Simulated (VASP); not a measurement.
Here is a VASP 6.6.1 calculation.

Contents of INCAR:

```
SYSTEM = P
PREC     = Accurate       ! precision mode
ENCUT    = 520            ! plane-wave cutoff, eV
EDIFF    = 1E-6           ! SCF threshold, eV
ISMEAR   = 0              ! smearing method
SIGMA    = 0.1            ! smearing width, eV
LREAL    = .False.        ! projectors in reciprocal space
LASPH    = .True.         ! aspherical terms in the spheres
NELM     = 100            ! most SCF steps
ALGO     = Normal         ! electronic algorithm
ISIF     = 2              ! what is computed and relaxed
LWAVE    = .False.        ! write WAVECAR
LCHARG   = .False.        ! write CHGCAR
GGA      = PE             ! functional
NBANDS   = 24             ! bands
```

Contents of KPOINTS:

```
Automatic mesh
0
Gamma
  3 3 4
  0 0 0
```

File POSCAR:

```
P
1.0
    5.9305421300      0.0000000000      0.0000000000
   -2.9652710600      5.1360001400      0.0000000000
    0.0000000000      0.0000000000      5.0322315600
P
6
Direct
    0.8000000000      0.4000000000      0.1666666700
    0.6000000000      0.4000000000      0.8333333300
    0.6000000000      0.2000000000      0.5000000000
    0.2000000000      0.6000000000      0.1666666700
    0.4000000000      0.6000000000      0.8333333300
    0.4000000000      0.8000000000      0.5000000000
```

Potentials or basis: VASP PAW PBE potentials, release 64 (P).

Command:

```bash
$ cat potpaw_PBE.64/P/POTCAR > POTCAR
$ mpirun -np 1 vasp_std > vasp.out
```

**Question.** Predict the largest force.

**Answer.** 0.217 eV/Å.

**Question.** What does it give for the band gap on the k mesh?

**Answer.** Zero (band 15 reaches 3.28 eV, above the bottom of band 16 at 2.79 eV).

**Question.** Estimate the pressure.

**Answer.** 8.0 GPa.

Forces on the atoms (eV/Å):
```
P   -0.188 -0.109  0.000
P    0.188 -0.109  0.000
P    0.000  0.217  0.000
P    0.188  0.109  0.000
P   -0.188  0.109  0.000
P    0.000 -0.217  0.000
```

Caveat: the k points lie up to 0.41 Å⁻¹ apart.
